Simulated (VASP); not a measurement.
Crystal: NaH.

```
Na H
1.0
     0.00000    2.14278    2.14278
     2.14278    0.00000    2.14278
     2.14278    2.14278    0.00000
Na H
1 1
Direct
  0.00000 0.00000 0.00000
  0.25000 0.25000 0.25000
```

```yaml
Program: VASP 6.6.1
Task: relaxation of cell and atoms
Functional: PBE
Potentials_or_basis: VASP PAW PBE potentials, release 64 (Na_pv, H)
Cutoff: 600 eV
k_mesh: 10 × 10 × 10
Occupations: fermi-dirac, width 0.02 eV
Spin: no spin polarisation
```

At the start: pressure 31.0 GPa; volume 9.84 Å³/atom.

**Question.** How do energy, volume and symmetry change on relaxing?

**Answer.** Over 6 steps the energy falls by 468.0 meV/atom and the volume is 17.46 Å³/atom (+77.5 %); space group F-43m (No. 216, to 0.1 Å) before and after.

Step by step:
```csv
step,energy change (eV),largest force (eV/Å),pressure (GPa),volume (Å³)
1,0.0000,0.0000,30.99,19.68
2,-0.7010,0.0000,10.30,25.61
3,-0.9030,0.0000,2.89,30.85
4,-0.8481,0.0000,-2.96,43.39
5,-0.9349,0.0000,-0.43,35.65
6,-0.9360,0.0000,-0.04,34.92
```

Final structure:
```cif
data_structure
_symmetry_space_group_name_H-M 'P 1'
_symmetry_Int_Tables_number 1
_cell_length_a 3.6688
_cell_length_b 3.6688
_cell_length_c 3.6688
_cell_angle_alpha 60.000
_cell_angle_beta 60.000
_cell_angle_gamma 60.000
_cell_volume 34.92
loop_
_atom_site_label
_atom_site_type_symbol
_atom_site_fract_x
_atom_site_fract_y
_atom_site_fract_z
_atom_site_occupancy
Na1 Na 0.00000 0.00000 0.00000 1
H1 H 0.25000 0.25000 0.25000 1
```

Caveat: the volume moved by over 15 % at a fixed basis, so the end points are rough; the structure was generated, so it needn't be the stable form of NaH.
